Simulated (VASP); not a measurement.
# ZrN (Fm-3m) in VASP: settings compared

Aim: see how the results for ZrN move with the level of theory and the settings. Levels: r2SCAN, PBE. Tasks: single point.

Everything below comes from runs of VASP 6.6.1. Logs are shortened: lines on timing, memory, paths and dates and some standing lists are left out, and cuts for length are marked.

### 1 The cell of the first run

It takes space group Fm-3m (No. 225, cubic). The conventional cell has a = 4.629 Å, b = 4.629 Å, c = 4.629 Å, α = 90.00°, β = 90.00°, γ = 90.00°. Within 3.1 Å of Zr (site symmetry m-3m) lie 6 N at 2.31 Å. Within 3.1 Å of N (site symmetry m-3m) lie 6 Zr at 2.31 Å.

### 2 Single point, r2SCAN (12.40 Å³/atom)

POSCAR reads:

```
ZrN
1.0
    0.0000000000      2.3142891050      2.3142891050
    2.3142891050      0.0000000000      2.3142891050
    2.3142891050      2.3142891050      0.0000000000
Zr N
1 1
Direct
    0.0000000000      0.0000000000      0.0000000000
    0.5000000000      0.5000000000      0.5000000000
```

INCAR.step1 reads:

```
SYSTEM = ZrN
  PREC = Accurate
  ENCUT = 660
  ISMEAR = -1
  SIGMA = 0.01
  LREAL = .FALSE.
  LASPH = .TRUE.
  NELM = 120
  NBANDS = 16
  GGA = PE
  ALGO = Normal
  EDIFF = 1E-5
  LWAVE = .TRUE.
  LCHARG = .FALSE.
  GGA_COMPAT = .FALSE.
```

INCAR.step2 reads:

```
SYSTEM = ZrN
  PREC = Accurate
  ENCUT = 660
  EDIFF = 1E-6
  ISMEAR = -1
  SIGMA = 0.01
  LREAL = .FALSE.
  LASPH = .TRUE.
  NELM = 120
  ALGO = Normal
  ISIF = 2
  LWAVE = .FALSE.
  LCHARG = .FALSE.
  METAGGA = R2SCAN
  LMIXTAU = .TRUE.
  NBANDS = 16
  ISTART = 1
  GGA_COMPAT = .FALSE.
```

KPOINTS reads:

```
Automatic mesh
0
G
  9 9 9
  0 0 0
```

Potentials or basis: VASP PAW PBE potentials, release 64 (Zr_sv, N).

On the command line:

```sh
$ cat potpaw_PBE.64/Zr_sv/POTCAR potpaw_PBE.64/N/POTCAR > POTCAR
$ cp INCAR.step1 INCAR
$ mpirun -np 1 vasp_std > vasp.out
$ cp INCAR.step2 INCAR
$ mpirun -np 1 vasp_std > vasp.out
```

OUTCAR:

```text
SYSTEM = ZrN
   PREC = Accurate
   ENCUT = 660
   EDIFF = 1E-6
   ISMEAR = -1
   LREAL = .FALSE.
   LASPH = .TRUE.
   NELM = 120
   ISIF = 2
   METAGGA = R2SCAN
   ISTART = 1

 ion  position               nearest neighbor table
   1  0.000  0.000  0.000-   2 2.31   2 2.31   2 2.31   2 2.31   2 2.31   2 2.31
   2  0.500  0.500  0.500-   1 2.31   1 2.31   1 2.31   1 2.31   1 2.31   1 2.31

  LATTYP: Found a face centered cubic cell.
 ALAT       =     4.6285782100

  Lattice vectors:

 A1 = (   0.0000000000,   2.3142891050,   2.3142891050)
 A2 = (   2.3142891050,   0.0000000000,   2.3142891050)
 A3 = (   2.3142891050,   2.3142891050,   0.0000000000)

Analysis of symmetry for initial positions (statically):
=====================================================================
 Subroutine PRICEL returns:
 Original cell was already a primitive cell.

 Routine SETGRP: Setting up the symmetry group for a
 face centered cubic supercell.

 Subroutine GETGRP returns: Found 48 space group operations
 (whereof 48 operations were pure point group operations)
 out of a pool of 48 trial point group operations.

The static configuration has the point symmetry O_h .

Analysis of symmetry for dynamics (positions and initial velocities):
=====================================================================
 Subroutine PRICEL returns:
 Original cell was already a primitive cell.

 Routine SETGRP: Setting up the symmetry group for a
 face centered cubic supercell.

 Subroutine GETGRP returns: Found 48 space group operations
 (whereof 48 operations were pure point group operations)
 out of a pool of 48 trial point group operations.

The dynamic configuration has the point symmetry O_h .

 Subroutine INISYM returns: Found 48 space group operations
 (whereof 48 operations are pure point group operations),
 and found     1 'primitive' translations

----------------------------------------------------------------------------------------

                                     Primitive cell

  volume of cell :      24.7904

  direct lattice vectors                    reciprocal lattice vectors
     0.000000000  2.314289105  2.314289105    -0.216049066  0.216049066  0.216049066
     2.314289105  0.000000000  2.314289105     0.216049066 -0.216049066  0.216049066
     2.314289105  2.314289105  0.000000000     0.216049066  0.216049066 -0.216049066

  length of vectors
     3.272899040  3.272899040  3.272899040     0.374207960  0.374207960  0.374207960

  position of ions in fractional coordinates (direct lattice)
     0.000000000  0.000000000  0.000000000
     0.500000000  0.500000000  0.500000000
[... 72 lines left out ...]
   LNONCOLLINEAR =      F non collinear calculations
   LSORBIT =      F    spin-orbit coupling
   LASPH  =      T    aspherical Exc in radial PAW
   ENCUT  =  660.0 eV  48.51 Ry    6.96 a.u.   6.86  6.86  6.86*2*pi/ulx,y,z
   NELM   =    120;   NELMIN=  2; NELMDL=  0     # of ELM steps
   EDIFF  = 0.1E-05   stopping-criterion for ELM
   LREAL  =      F    real-space projection
   EDIFFG = 0.1E-04   stopping-criterion for IOM
   NSW    =      0    number of steps for IOM
   IBRION =     -1    ionic relax: 0-MD 1-quasi-New 2-CG
   NFREE  =      0    steps in history (QN), initial steepest desc. (CG)
   ISIF   =      2    stress and relaxation
   ISYM   =      2    0-nonsym 1-usesym 2-fastsym
   POTIM  = 0.5000    time-step for ionic-motion
   TEBEG  =    0.0;   TEEND  =   0.0 temperature during run
   PSTRESS=    0.0 pullay stress
   NELECT =      17.0000    total number of electrons
   NUPDOWN=      -1.0000    fix difference up-down
   EMIN   =  10.00;   EMAX   =-10.00  energy-range for DOS
   EFERMI =   0.00;   METHOD = LEGACY
   ISMEAR =    -1;   SIGMA  =   0.01  broadening in eV -4-tet -1-fermi 0-gaus
   EFERMI_NEDOS =   21; number of points for ismear=-14 and -15
   IALGO  =     38    algorithm
   IMIX   =      4    mixing-type and parameters
     AMIX     =   0.40;   BMIX     =  1.00
     AMIX_MAG =   1.60;   BMIX_MAG =  1.00
  volume/ion in A,a.u.               =      12.40        83.65
  Fermi-wavevector in a.u.,A,eV,Ry     =   1.443655  2.728113 28.356457  2.084141
  Thomas-Fermi vector in A             =   2.562039
   LORBIT       =      0    0 simple, 1 ext, 2 COOP (PROOUT), +10 PAW based schemes
   METAGGA = R2SCAN    functional components
   LHFCALC =     F    Hartree Fock is set to
   AEXX    =    0.0000 exact exchange contribution
   IVDW    =     0    specifies the selected vdW correction
   LEPSILON=     F    determine dielectric tensor
   LRPA    =     F    only Hartree local field effects (RPA)
 non-spin polarized calculation
  energy-cutoff  :      660.00
  volume of cell :       24.79
 maximum number of plane-waves:       966
   NGX = 13   NGY = 13   NGZ = 13

 number of electron      17.0000000 magnetization

 Free energy of the ion-electron system (eV)
  ---------------------------------------------------
  ext. energy  EPLUGINS =         0.00000000
  ---------------------------------------------------
  free energy    TOTEN  =       -35.82552670 eV

  energy without entropy =      -35.82440516  energy(sigma->0) =      -35.82496593

 E-fermi :  11.7911     XC(G=0): -13.1388

 val. band max:       11.7806726415   @ k =   0.1111   0.0000   0.0000
 cond. band min:      11.7964375591   @ k =   0.4444   0.2222   0.1111
 fundamental gap:      0.0157649176
 Fermi energy:        11.7910566968

 k-point     1 :       0.0000    0.0000    0.0000
  band No.  band energies     occupation
      1     -39.7381      2.00000
      2     -16.6839      2.00000
      3     -16.6839      2.00000
      4     -16.6839      2.00000
      5      -5.4970      2.00000
      6       8.8291      2.00000
[... 433 lines left out ...]
      3     -17.0010      2.00000
      4     -17.0010      2.00000
      5      -4.9286      2.00000
      6       6.6408      2.00000
[... 8 lines left out ...]
     15      22.5992      0.00000
     16      28.0684      0.00000

 [... further k-points ...]
[... 5 lines left out ...]
  --------------------------------------------------------------------------------------
  -------------------------------------------------------------------------------------
  Total       -1.0185837     -1.0185837     -1.0185837      0.0000000     -0.0000000      0.0000000
  in kB      -65.8300909    -65.8300909    -65.8300909      0.0000000     -0.0000000      0.0000000
  external PRESSURE =     -65.8300909 kB  Pullay stress =       0.0000000 kB

 VOLUME and BASIS-vectors are now :
 -----------------------------------------------------------------------------
  energy-cutoff  :      660.00
  volume of cell :       24.79
      direct lattice vectors                 reciprocal lattice vectors
     0.000000000  2.314289105  2.314289105    -0.216049066  0.216049066  0.216049066
     2.314289105  0.000000000  2.314289105     0.216049066 -0.216049066  0.216049066
     2.314289105  2.314289105  0.000000000     0.216049066  0.216049066 -0.216049066

 POSITION                                       TOTAL-FORCE (eV/Angst)
 -----------------------------------------------------------------------------------
      0.00000      0.00000      0.00000         0.000000      0.000000      0.000000
      2.31429      2.31429      2.31429        -0.000000     -0.000000     -0.000000
 -----------------------------------------------------------------------------------
    total drift:                                0.000000      0.000000      0.000000

  FREE ENERGIE OF THE ION-ELECTRON SYSTEM (eV)
  ---------------------------------------------------
  free  energy   TOTEN  =       -35.8255266950 eV

  energy  without entropy=      -35.8244051564  energy(sigma->0) =      -35.82496593
```

OUTCAR.step1:

```text
SYSTEM = ZrN
   PREC = Accurate
   ENCUT = 660
   ISMEAR = -1
   LREAL = .FALSE.
   LASPH = .TRUE.
[... 676 lines left out ...]
      0.00000      0.00000      0.00000        -0.000000      0.000000      0.000000
      2.31429      2.31429      2.31429         0.000000      0.000000     -0.000000
 -----------------------------------------------------------------------------------
    total drift:                                0.000000      0.000000      0.000000

  FREE ENERGIE OF THE ION-ELECTRON SYSTEM (eV)
  ---------------------------------------------------
  free  energy   TOTEN  =       -20.3695994287 eV

  energy  without entropy=      -20.3686323485  energy(sigma->0) =      -20.36911589
```

OSZICAR.step1:

```text
N       E                     dE             d eps       ncg     rms          rms(c)
DAV:   1     0.140664412053E+03    0.14066E+03   -0.10517E+04  1120   0.128E+03
DAV:   2    -0.178680851169E+02   -0.15853E+03   -0.14708E+03  1496   0.343E+02
DAV:   3    -0.237416563269E+02   -0.58736E+01   -0.58250E+01  1704   0.623E+01
DAV:   4    -0.238565445471E+02   -0.11489E+00   -0.11487E+00  1400   0.700E+00
DAV:   5    -0.238583585634E+02   -0.18140E-02   -0.18140E-02  1528   0.655E-01    0.205E+01
DAV:   6    -0.205536013195E+02    0.33048E+01   -0.73825E+00  1312   0.264E+01    0.783E+00
DAV:   7    -0.204017772261E+02    0.15182E+00   -0.55347E-01  1360   0.700E+00    0.629E+00
DAV:   8    -0.203852455125E+02    0.16532E-01   -0.25096E-01  1384   0.467E+00    0.356E+00
DAV:   9    -0.203699668756E+02    0.15279E-01   -0.54158E-02  1208   0.227E+00    0.111E+00
DAV:  10    -0.203696333299E+02    0.33355E-03   -0.28722E-03  1440   0.590E-01    0.148E-01
DAV:  11    -0.203696071084E+02    0.26221E-04   -0.10636E-04  1352   0.886E-02    0.884E-02
DAV:  12    -0.203695994287E+02    0.76797E-05   -0.14666E-05  1096   0.337E-02
   1 F= -.20369599E+02 E0= -.20369116E+02  d E =-.967080E-03
```

It took 3.2 min on 1 thread of AMD EPYC 7R13, shared host; peak memory 0.15 GiB.

Results:

- Free energy: -35.8255 eV
- Pressure: -6.6 GPa
- Band gap on the k mesh: zero (an odd number of electrons rules out a gap without spin polarisation)

Caveat: the cell stands under tension; the PAW data sets were made with another functional, which shifts forces and pressure a little.

### 3 Single point, PBE, non-collinear spin, zero start, spin-orbit coupling

This run uses another cell than the first one, of 11.92 Å³/atom.

INCAR reads:

```
PREC = Accurate ; ENCUT = 600
EDIFF = 1E-6 ; ISMEAR = -1
SIGMA = 0.01 ; LREAL = False
LASPH = True ; NELM = 200
ALGO = Normal ; ISIF = 2
LWAVE = False ; LCHARG = False
LNONCOLLINEAR = True ; MAGMOM = 0 0 0 0 0 0
LORBIT = 11 ; LSORBIT = True
GGA_COMPAT = False ; LORBMOM = True
LMAXMIX = 4 ; GGA = PE
NBANDS = 29
```

KPOINTS reads:

```
Automatic mesh
0
Gamma
  9 9 9
```

POSCAR reads:

```
ZrN
1.0
    0.0000000000      2.2842300000      2.2842300000
    2.2842300000      0.0000000000      2.2842300000
    2.2842300000      2.2842300000      0.0000000000
Zr N
1 1
Direct
    0.0000000000      0.0000000000      0.0000000000
    0.5000000000      0.5000000000      0.5000000000
```

Potentials or basis: VASP PAW PBE potentials, release 64 (Zr_sv, N).

On the command line:

```sh
$ cat potpaw_PBE.64/Zr_sv/POTCAR potpaw_PBE.64/N/POTCAR > POTCAR
$ mpirun -np 1 vasp_ncl > vasp.out
```

Wall time 2 min (1 thread of AMD EPYC 7R13, shared host); peak memory 0.24 GiB.

The run converged. Its results:

```yaml
Free_energy: -20.4375 eV
Pressure: 4.6 GPa
Net_moment: 0.00 μB per cell
Valence_electrons_inside_the_program's_atomic_spheres: Zr 9.88; N 3.71
```

Moments on the atoms (μB; x, y, z):
```
Zr  0.00 0.00 0.00
N   0.00 0.00 0.00
```

Caveat: the cell stands under pressure.
